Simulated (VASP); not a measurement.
Wanted: the native input for a VASP 6.6.1 run.

| Property | Result |
| --- | --- |
| Task | single point |
| Functional | PBE |
| Potentials or basis | VASP PAW PBE potentials, release 64 (Cu_sv_GW, F) |
| Cutoff | 820 eV |
| k mesh | 9 × 9 × 4 |
| Occupations | fermi-dirac, width 0.02 eV |
| Spin | no spin polarisation |
| Dipole correction | no |
| Further INCAR settings | ALGO = Normal; EDIFF = 1e-06; NBANDS = 34 |

The structure of CuF lies in POSCAR:

```
CuF
1.0
    2.7897758173      0.0000000000      0.0000000000
   -1.3948879087      2.4160167287      0.0000000000
    0.0000000000      0.0000000000      6.7211226191
Cu F
2 2
Direct
    0.3333333333      0.6666666667      0.0459865616
    0.6666666667      0.3333333333      0.5459865616
    0.3333333333      0.6666666667      0.3290134384
    0.6666666667      0.3333333333      0.8290134384
```

The input as run:

INCAR

```
PREC = Accurate ; ENCUT = 820
EDIFF = 1E-6 ; ISMEAR = -1
SIGMA = 0.02 ; LREAL = F
LASPH = T ; NELM = 120
ALGO = Normal ; ISIF = 2
LWAVE = F ; LCHARG = F
GGA = PE ; NBANDS = 34
GGA_COMPAT = F
```

KPOINTS

```
Automatic mesh
0
Gamma
  9 9 4
```

Potentials or basis: VASP PAW PBE potentials, release 64 (Cu_sv_GW, F).

Command:

```console
$ cat potpaw_PBE.64/Cu_sv_GW/POTCAR potpaw_PBE.64/F/POTCAR > POTCAR
$ mpirun -np 1 vasp_std > vasp.out
```

It gave:

```json
{
 "Pressure": "5.2 GPa",
 "Largest force": "0.015 eV/Å",
 "Band gap on the k mesh": "0.14 eV (least direct gap 0.47 eV)"
}
```

Caveat: the cell stands under pressure; the structure was generated, so it needn't be the stable form of CuF; semilocal functionals underestimate gaps, and a narrow one can read as zero.

Wall time 4.5 min on 1 thread of Intel(R) Xeon(R) Platinum 8259CL CPU @ 2.50GHz (Skylake/Cascade Lake), on a shared host, peak memory 0.28 GiB.
